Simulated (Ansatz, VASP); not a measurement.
**Si in VASP and in Ansatz**

The input INCAR:

```
SYSTEM = Si
  PREC = Accurate
  ENCUT = 500
  EDIFF = 1E-6
  ISMEAR = 0
  SIGMA = 0.1
  LREAL = .False.
  LASPH = .True.
  NELM = 120
  ALGO = Normal
  ISIF = 2
  LWAVE = .False.
  LCHARG = .False.
  GGA = RP
  NBANDS = 11
  GGA_COMPAT = .False.
```

File KPOINTS:

```
regular mesh
0
Gamma
  6 6 6
  0 0 0
```

File POSCAR:

```
Si
1.0
    0.0000000000      2.7135600000      2.7135600000
    2.7135600000      0.0000000000      2.7135600000
    2.7135600000      2.7135600000      0.0000000000
Si
2
Direct
    0.7500000000      0.7500000000      0.7500000000
    0.5000000000      0.5000000000      0.5000000000
```

Input for Ansatz:

```yaml
crystal:
  lattice:
    - [0.0, 2.71356, 2.71356]
    - [2.71356, 0.0, 2.71356]
    - [2.71356, 2.71356, 0.0]
  atoms:
    - { symbol: Si, position: [0.75, 0.75, 0.75] }
    - { symbol: Si, position: [0.5, 0.5, 0.5] }
basis:
  ecutwfc: 420
kpoints:
  mp_grid: { grid: [6, 6, 6] }
hamiltonian:
  xc: rpbe
scf:
  occupations: { method: gaussian, width: 0.1 }
output:
  forces: true
  stress: true
  eigenvalues: true
```

Alike in both runs: task single point; functional RPBE; k mesh 6 × 6 × 6; occupations gaussian, width 0.1 eV; no spin polarisation.

```csv
,VASP,Ansatz
version,VASP 6.6.1,Ansatz 0.2.0
potentials or method,"VASP PAW PBE potentials, release 64 (Si), cutoff 500 eV","scalar-relativistic, plane waves, PAW"
valence electrons in the cell,8,8
```

```tsv
	VASP	Ansatz	Ansatz less VASP
gap on the k mesh at the Fermi level (eV)	0.76	0.76	+0.003
least direct gap on the mesh (eV)	2.57	2.57	-0.002
pressure (GPa)	3.7	3.9	+0.25
```

VASP's potentials were made for PBE, not for RPBE. The functional is the same, so the differences come from potentials, cutoffs and numerics.
